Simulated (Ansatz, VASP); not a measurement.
## One calculation of SnTe, two programs

```
CELL_PARAMETERS angstrom
4.44721 0.00000 0.00000
0.00000 4.44721 0.00000
0.00000 0.00000 22.50397
ATOMIC_POSITIONS crystal
Sn 0.50000 0.50000 0.22802
Sn 0.00000 0.00000 0.35639
Sn 0.50000 0.50000 0.50000
Sn 0.00000 0.00000 0.64361
Sn 0.50000 0.50000 0.77198
Te 0.00000 0.00000 0.22218
Te 0.50000 0.50000 0.35987
Te 0.00000 0.00000 0.50000
Te 0.50000 0.50000 0.64013
Te 0.00000 0.00000 0.77782
```

Alike in both runs: task single point; functional PBEsol; k mesh 8 × 8 × 1; occupations gaussian, width 0.05 eV; no spin polarisation.

|  | VASP | Ansatz |
| --- | --- | --- |
| version | VASP 6.6.1 | Ansatz 0.2.0 |
| potentials or method | VASP PAW PBE potentials, release 64 (Sn_d, Te), cutoff 400 eV | plane-wave PAW, scalar-relativistic |
| valence electrons in the cell | 100 | 150 |

```csv
,VASP,Ansatz,Ansatz less VASP
rms of the force components (eV/Å),0.004,0.000,-0.0038
```

VASP's potentials were made for PBE, not for PBEsol, and Ansatz warns of the same on its side. VASP's potentials hold 100 valence electrons a cell and Ansatz's 150, so a difference there can come from the potentials and not from the codes. Ansatz's warnings: vacuum density over bound.

Neither program's run includes spin-orbit coupling.
